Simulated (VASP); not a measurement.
# SiO2 (P4_2/mnm) in VASP: further runs

Runs on SiO2. Level: PBEsol. Tasks: electric field gradients.

All numbers are computed with VASP 6.6.1; they aren't measurements. Logs are shortened: lines on timing, memory, paths and dates and some standing lists are left out, and cuts for length are marked.

### 1 The cell of the first run

Symmetry: P4_2/mnm, No. 136, tetragonal system. Conventional cell: a = 4.095 Å, b = 4.095 Å, c = 2.613 Å, α = 90.00°, β = 90.00°, γ = 90.00°. Within 2.3 Å of Si (site symmetry mmm) lie 6 O at 1.72 to 1.78 Å. Within 2.3 Å of O (site symmetry m2m) lie 3 Si at 1.72 to 1.78 Å and 1 O at 2.24 Å.

### 2 Electric field gradients, PBEsol (volume scaled by 0.94)

INCAR reads:

```
  ALGO = Normal
  EDIFF = 1E-8
  ENCUT = 520
  GGA = PS
  ISIF = 2
  ISMEAR = -1
  LASPH = True
  LCHARG = False
  LEFG = True
  LREAL = False
  LWAVE = False
  NBANDS = 25
  NELM = 100
  PREC = Accurate
  SIGMA = 0.03
```

KPOINTS reads:

```
k-points
0
Gamma
  6 6 9
```

POSCAR reads:

```
SiO2
1.0
    4.0947678930      0.0000000000      0.0000000000
    0.0000000000      4.0947678930      0.0000000000
    0.0000000000      0.0000000000      2.6133398208
Si O
2 4
Direct
    0.0000000000      0.0000000000      0.0000000000
    0.5000000000      0.5000000000      0.5000000000
    0.3067000000      0.3067000000      0.0000000000
    0.1933000000      0.8067000000      0.5000000000
    0.6933000000      0.6933000000      0.0000000000
    0.8067000000      0.1933000000      0.5000000000
```

Potentials or basis: VASP PAW PBE potentials, release 64 (Si, O).

Command:

```sh
$ cat potpaw_PBE.64/Si/POTCAR potpaw_PBE.64/O/POTCAR > POTCAR
$ mpirun -np 1 vasp_std > vasp.out
```

OUTCAR:

```text
EDIFF = 1E-8
   ENCUT = 520
   GGA = PS
   ISIF = 2
   ISMEAR = -1
   LASPH = True
   LREAL = False
   NELM = 100
   PREC = Accurate

 ion  position               nearest neighbor table
   1  0.000  0.000  0.000-   4 1.72   6 1.72   4 1.72   6 1.72   5 1.78   3 1.78
   2  0.500  0.500  0.500-   3 1.72   5 1.72   3 1.72   5 1.72   4 1.78   6 1.78
   3  0.307  0.307  0.000-   2 1.72   2 1.72   1 1.78
   4  0.193  0.807  0.500-   1 1.72   1 1.72   2 1.78
   5  0.693  0.693  0.000-   2 1.72   2 1.72   1 1.78
   6  0.807  0.193  0.500-   1 1.72   1 1.72   2 1.78

  LATTYP: Found a simple tetragonal cell.
 ALAT       =     4.0947678930
 C/A-ratio  =     0.6382143968

  Lattice vectors:

 A1 = (   4.0947678930,   0.0000000000,   0.0000000000)
 A2 = (   0.0000000000,   4.0947678930,   0.0000000000)
 A3 = (   0.0000000000,   0.0000000000,   2.6133398208)

Analysis of symmetry for initial positions (statically):
=====================================================================
 Subroutine PRICEL returns:
 Original cell was already a primitive cell.

 Routine SETGRP: Setting up the symmetry group for a
 simple tetragonal supercell.

 Subroutine GETGRP returns: Found 16 space group operations
 (whereof  8 operations were pure point group operations)
 out of a pool of 16 trial point group operations.

The static configuration has the point symmetry D_2h.
 The point group associated with its full space group is D_4h.

Analysis of symmetry for dynamics (positions and initial velocities):
=====================================================================
 Subroutine PRICEL returns:
 Original cell was already a primitive cell.

 Routine SETGRP: Setting up the symmetry group for a
 simple tetragonal supercell.

 Subroutine GETGRP returns: Found 16 space group operations
 (whereof  8 operations were pure point group operations)
 out of a pool of 16 trial point group operations.

The dynamic configuration has the point symmetry D_2h.
 The point group associated with its full space group is D_4h.

 Subroutine INISYM returns: Found 16 space group operations
 (whereof  8 operations are pure point group operations),
[... 155 lines left out ...]
 fundamental gap:      6.7241900158
 Fermi energy:         9.6637153318

 k-point     1 :       0.0000    0.0000    0.0000
  band No.  band energies     occupation
      1     -14.2188      2.00000
      2     -10.1874      2.00000
      3     -10.1874      2.00000
      4      -9.9849      2.00000
      5      -2.2311      2.00000
      6       2.1387      2.00000
[... 661 lines left out ...]
     24      21.8681      0.00000
     25      23.2445      0.00000

 [... further k-points ...]

------------------------ aborting loop because EDIFF is reached ----------------------------------------

  FORCE on cell =-STRESS in cart. coord.  units (eV):
  Direction    XX          YY          ZZ          XY          YZ          ZX
  --------------------------------------------------------------------------------------
  -------------------------------------------------------------------------------------
  Total        7.1137420      7.1137420      9.0192038      0.0000000      0.0000000      0.0000000
  in kB      260.1083107    260.1083107    329.7800020      0.0000000      0.0000000      0.0000000
  external PRESSURE =     283.3322078 kB  Pullay stress =       0.0000000 kB

 VOLUME and BASIS-vectors are now :
 -----------------------------------------------------------------------------
  energy-cutoff  :      520.00
  volume of cell :       43.82
      direct lattice vectors                 reciprocal lattice vectors
     4.094767893  0.000000000  0.000000000     0.244214086  0.000000000  0.000000000
     0.000000000  4.094767893  0.000000000     0.000000000  0.244214086  0.000000000
     0.000000000  0.000000000  2.613339821     0.000000000  0.000000000  0.382652111

 POSITION                                       TOTAL-FORCE (eV/Angst)
 -----------------------------------------------------------------------------------
      0.00000      0.00000      0.00000         0.000000      0.000000      0.000000
      2.04738      2.04738      1.30667         0.000000      0.000000      0.000000
      1.25587      1.25587      0.00000        -0.510030     -0.510030      0.000000
      0.79152      3.30325      1.30667         0.510030     -0.510030      0.000000
      2.83890      2.83890      0.00000         0.510030      0.510030     -0.000000
      3.30325      0.79152      1.30667        -0.510030      0.510030     -0.000000
 -----------------------------------------------------------------------------------
    total drift:                                0.000000     -0.000000      0.000000

  FREE ENERGIE OF THE ION-ELECTRON SYSTEM (eV)
  ---------------------------------------------------
  free  energy   TOTEN  =       -48.6895825786 eV

  energy  without entropy=      -48.6895825786  energy(sigma->0) =      -48.68958258

 Electric field gradients (V/A^2)
---------------------------------------------------------------------
 ion       V_xx      V_yy      V_zz      V_xy      V_xz      V_yz
---------------------------------------------------------------------
   1       9.570     9.570   -19.140    13.727     0.000    -0.000
   2       9.570     9.570   -19.140   -13.727     0.000     0.000
   3     -21.808   -21.808    43.616    78.053    -0.000    -0.000
   4     -21.808   -21.808    43.616   -78.053     0.000     0.000
   5     -21.808   -21.808    43.616    78.053     0.000    -0.000
   6     -21.808   -21.808    43.616   -78.053     0.000    -0.000
---------------------------------------------------------------------

 Electric field gradients after diagonalization (V/A^2)
 (convention: |V_zz| > |V_xx| > |V_yy|)
----------------------------------------------------------------------
 ion       V_xx      V_yy      V_zz     asymmetry (V_yy - V_xx)/ V_zz
----------------------------------------------------------------------
   1     -19.140    -4.157    23.297       0.643
   2     -19.140    -4.157    23.297       0.643
   3      56.246    43.616   -99.861       0.126
   4      56.246    43.616   -99.861       0.126
   5      56.246    43.616   -99.861       0.126
   6      56.246    43.616   -99.861       0.126
----------------------------------------------------------------------

           NMR quadrupolar parameters

 Cq : quadrupolar parameter    Cq=e*Q*V_zz/h
 eta: asymmetry parameters     (V_yy - V_xx)/ V_zz
 Q  : nuclear electric quadrupole moment in mb (millibarn)
----------------------------------------------------------------------
 ion       Cq(MHz)       eta       Q (mb)
----------------------------------------------------------------------
   1       0.056       0.643       1.000
   2       0.056       0.643       1.000
   3      -0.241       0.126       1.000
   4      -0.241       0.126       1.000
   5      -0.241       0.126       1.000
   6      -0.241       0.126       1.000
----------------------------------------------------------------------
```

OSZICAR:

```text
N       E                     dE             d eps       ncg     rms          rms(c)
DAV:   1     0.133952664145E+03    0.13395E+03   -0.17872E+04  2532   0.124E+03
DAV:   2    -0.465159024452E+02   -0.18047E+03   -0.17360E+03  3114   0.284E+02
DAV:   3    -0.530639487233E+02   -0.65480E+01   -0.65225E+01  3362   0.512E+01
DAV:   4    -0.531029438616E+02   -0.38995E-01   -0.38984E-01  2884   0.459E+00
DAV:   5    -0.531032348444E+02   -0.29098E-03   -0.29094E-03  3370   0.372E-01    0.186E+01
DAV:   6    -0.487331679871E+02    0.43701E+01   -0.11651E+01  3151   0.231E+01    0.906E+00
DAV:   7    -0.486984729691E+02    0.34695E-01   -0.73430E-01  3218   0.511E+00    0.319E+00
DAV:   8    -0.486895683990E+02    0.89046E-02   -0.26934E-02  3042   0.140E+00    0.102E+00
DAV:   9    -0.486895082562E+02    0.60143E-04   -0.58951E-03  3259   0.620E-01    0.248E-01
DAV:  10    -0.486895798704E+02   -0.71614E-04   -0.20124E-04  3128   0.106E-01    0.417E-02
DAV:  11    -0.486895822982E+02   -0.24278E-05   -0.28481E-05  3227   0.375E-02    0.116E-02
DAV:  12    -0.486895824668E+02   -0.16865E-06   -0.17462E-06  3105   0.108E-02    0.211E-03
DAV:  13    -0.486895825857E+02   -0.11888E-06   -0.41341E-07  3266   0.446E-03    0.292E-03
DAV:  14    -0.486895825786E+02    0.71350E-08   -0.20147E-08  2642   0.106E-03
   1 F= -.48689583E+02 E0= -.48689583E+02  d E =-.205723E-11
```

It took 22 s on 1 thread of Intel Xeon 6975P-C (Granite Rapids), shared host; peak memory 0.17 GiB.

What came out:

| Item | Value |
| --- | --- |
| Free energy | -48.6896 eV |
| Pressure | 28.3 GPa |
| Largest force | 0.721 eV/Å |
| Band gap on the k mesh | 6.72 eV, direct |

Forces on the atoms (eV/Å):
```
Si   0.000  0.000  0.000
Si   0.000  0.000  0.000
O   -0.510 -0.510  0.000
O    0.510 -0.510  0.000
O    0.510  0.510  0.000
O   -0.510  0.510  0.000
```

Levels at points of the mesh, in eV from the valence-band top:
| k point | band 14 | band 15 | band 16 | band 17 | band 18 | band 19 |
| --- | --- | --- | --- | --- | --- | --- |
| (0.00, 0.00, 0.00) | -0.91 | -0.91 | 0.00 | 6.72 | 6.73 | 8.89 |
| (0.50, 0.00, 0.00) | -2.85 | -1.16 | -1.16 | 8.42 | 8.42 | 9.45 |
| (0.50, 0.50, 0.00) | -2.80 | -2.52 | -2.52 | 8.03 | 8.03 | 10.50 |

Electric field gradients, principal values (V/Å²):
| atom | least | middle | greatest (by size) |
| --- | --- | --- | --- |
| 1 Si | -4.157 | -19.140 | 23.297 |
| 2 Si | -4.157 | -19.140 | 23.297 |
| 3 O | 43.616 | 56.246 | -99.861 |
| 4 O | 43.616 | 56.246 | -99.861 |
| 5 O | 43.616 | 56.246 | -99.861 |
| 6 O | 43.616 | 56.246 | -99.861 |

Caveat: without QUAD_EFG the Cq values of the log hold for a quadrupole moment of 1 mb, not for the nuclei; the PAW data sets were made with another functional, which shifts forces and pressure a little.

(Continued in part 2 of 3.)
